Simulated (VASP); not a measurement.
The system is Cu.

```
CELL_PARAMETERS angstrom
0.00000 1.80750 1.80750
1.80750 0.00000 1.80750
1.80750 1.80750 0.00000
ATOMIC_POSITIONS crystal
Cu 0.00000 0.00000 0.00000
```

| Quantity | Value |
| --- | --- |
| Program | VASP 6.6.1 |
| Task | relaxation of cell and atoms |
| Functional | RPBE |
| Dispersion | D3(BJ) |
| Potentials or basis | VASP PAW PBE potentials, release 64 (Cu) |
| Cutoff | 600 eV |
| k mesh | 13 × 13 × 13 |
| Occupations | fermi-dirac, width 0.05 eV |
| Spin | no spin polarisation |

At the start: pressure -31.9 GPa; volume 11.81 Å³/atom.

Question: Where does the relaxation end?

Answer: Over 7 steps the energy falls by 243.6 meV/atom and the volume is 9.76 Å³/atom (-17.3 %); space group Fm-3m (No. 225, to 0.05 Å).

The path:
| step | energy change (eV) | largest force (eV/Å) | pressure (GPa) | volume (Å³) |
| --- | --- | --- | --- | --- |
| 1 | 0.0000 | 0.0000 | -31.95 | 11.81 |
| 2 | 0.0284 | 0.0000 | 66.60 | 8.23 |
| 3 | -0.2433 | 0.0000 | -1.51 | 9.82 |
| 4 | -0.2436 | 0.0000 | -0.37 | 9.78 |
| 5 | -0.2435 | 0.0000 | 0.65 | 9.74 |
| 6 | -0.2435 | 0.0000 | -0.68 | 9.79 |
| 7 | -0.2436 | 0.0000 | 0.05 | 9.76 |

Final structure:
```cif
data_structure
_symmetry_space_group_name_H-M 'P 1'
_symmetry_Int_Tables_number 1
_cell_length_a 2.3991
_cell_length_b 2.3991
_cell_length_c 2.3991
_cell_angle_alpha 60.000
_cell_angle_beta 60.000
_cell_angle_gamma 60.000
_cell_volume 9.76
loop_
_atom_site_label
_atom_site_type_symbol
_atom_site_fract_x
_atom_site_fract_y
_atom_site_fract_z
_atom_site_occupancy
Cu1 Cu 0.00000 0.00000 0.00000 1
```

Caveat: the volume moved by over 15 % at a fixed basis, so the end points are rough; the PAW data sets were made with another functional, which shifts forces and pressure a little; the volume moved by -17 % from the deposited cell, more than functionals usually miss; pairwise dispersion overbinds metals, which lowers pressure and volume.
